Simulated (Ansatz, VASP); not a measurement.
**Al2CdPb4: VASP beside Ansatz**

Contents of INCAR:

```
PREC = Accurate ; ENCUT = 600
EDIFF = 1E-7 ; ISMEAR = 0
SIGMA = 0.2 ; LREAL = F
LASPH = T ; NELM = 100
ALGO = Normal ; ISIF = 3
LWAVE = F ; LCHARG = F
GGA = PE ; IBRION = 2
NSW = 36 ; EDIFFG = -0.08
```

The input KPOINTS:

```
regular mesh
0
Gamma
  5 5 1
```

POSCAR

```
Al2CdPb4
1.0
    3.6006897800      0.0000000000      0.0000000000
   -1.8003448900      3.1182888200      0.0000000000
    0.0000000000      0.0000000000     14.9193865000
Al Cd Pb
2 1 4
Direct
    0.0000000000      0.0000000000      0.2427400100
    0.0000000000      0.0000000000      0.7572599900
    0.0000000000      0.0000000000      0.5000000000
    0.6666666700      0.3333333300      0.3552720000
    0.3333333300      0.6666666700      0.6447280000
    0.3333333300      0.6666666700      0.8652080300
    0.6666666700      0.3333333300      0.1347919700
```

Input for Ansatz:

```yaml
crystal:
  lattice:
    - [3.60068978, 0.0, 0.0]
    - [-1.80034489, 3.11828882, 0.0]
    - [0.0, 0.0, 14.9193865]
  atoms:
    - { symbol: Al, position: [0.0, 0.0, 0.24274001] }
    - { symbol: Al, position: [0.0, 0.0, 0.75725999] }
    - { symbol: Cd, position: [0.0, 0.0, 0.5] }
    - { symbol: Pb, position: [0.66666667, 0.33333333, 0.355272] }
    - { symbol: Pb, position: [0.33333333, 0.66666667, 0.644728] }
    - { symbol: Pb, position: [0.33333333, 0.66666667, 0.86520803] }
    - { symbol: Pb, position: [0.66666667, 0.33333333, 0.13479197] }
basis:
  ecutwfc: 420
kpoints:
  mp_grid: { grid: [5, 5, 1] }
hamiltonian:
  xc: pbe
scf:
  occupations: { method: gaussian, width: 0.2 }
  lower_state_search: "off"
output:
  forces: true
  stress: true
  eigenvalues: true
relax:
  adjacent_minimum: "off"
  f_tol: 0.08
  max_steps: 16
  cell: { stress_tol: 0.8 }
```

Change from the starting cell: species swapped into the Ta2AgS4 type (P-3m1, No. 164).

Alike in both runs: task relaxation of cell and atoms; functional PBE; k mesh 5 × 5 × 1; occupations gaussian, width 0.2 eV; no spin polarisation.

|  | VASP | Ansatz |
| --- | --- | --- |
| version | VASP 6.6.1 | Ansatz 0.2.0 |
| potentials or method | VASP PAW PBE potentials, release 64 (Al, Cd, Pb_d), cutoff 600 eV | scalar-relativistic, plane waves, PAW |
| valence electrons in the cell | 74 | 82 |

```tsv
	VASP	Ansatz	Ansatz less VASP
gap on the k mesh at the Fermi level, each at its own relaxed structure (eV)	none	none	-
relaxed volume (Å³/atom)	28.61	28.51	-0.103
relaxed cell length with the largest relative difference (Å)	3.894	3.885	-0.0090
```

A gap of «none» marks a metal or a gap that the smearing closes. VASP's potentials hold 74 valence electrons a cell and Ansatz's 82, so a difference there can come from the potentials and not from the codes.

The k mesh is coarse, so the values compare programs but aren't converged. Spin-orbit coupling is off throughout. Noted on VASP's run: the volume moved by over 15 % at a fixed basis, so the end points are rough.
